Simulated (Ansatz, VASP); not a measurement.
# HfN: VASP beside Ansatz

```
Hf N
1.0
     0.00000    2.27187    2.27187
     2.27187    0.00000    2.27187
     2.27187    2.27187    0.00000
Hf N
1 1
Direct
  0.50000 0.50000 0.50000
  0.00000 0.00000 0.00000
```

Alike in both runs: task single point; functional RPBE; k mesh 10 × 10 × 10; occupations gaussian, width 0.05 eV; no spin polarisation.

|  | VASP | Ansatz |
| --- | --- | --- |
| version | VASP 6.6.1 | Ansatz 0.2.0 |
| potentials or method | VASP PAW PBE potentials, release 64 (Hf_pv, N), cutoff 520 eV | scalar-relativistic, plane waves, PAW |
| valence electrons in the cell | 15 | 31 |

|  | VASP | Ansatz | Ansatz less VASP |
| --- | --- | --- | --- |
| gap on the k mesh at the Fermi level (eV) | none | none | - |
| pressure (GPa) | 2.9 | 5.3 | +2.43 |

VASP's potentials were made for PBE, not for RPBE. A gap of «none» marks a metal or a gap that the smearing closes. VASP's potentials hold 15 valence electrons a cell and Ansatz's 31, so a difference there can come from the potentials and not from the codes.

Spin-orbit coupling is off throughout.
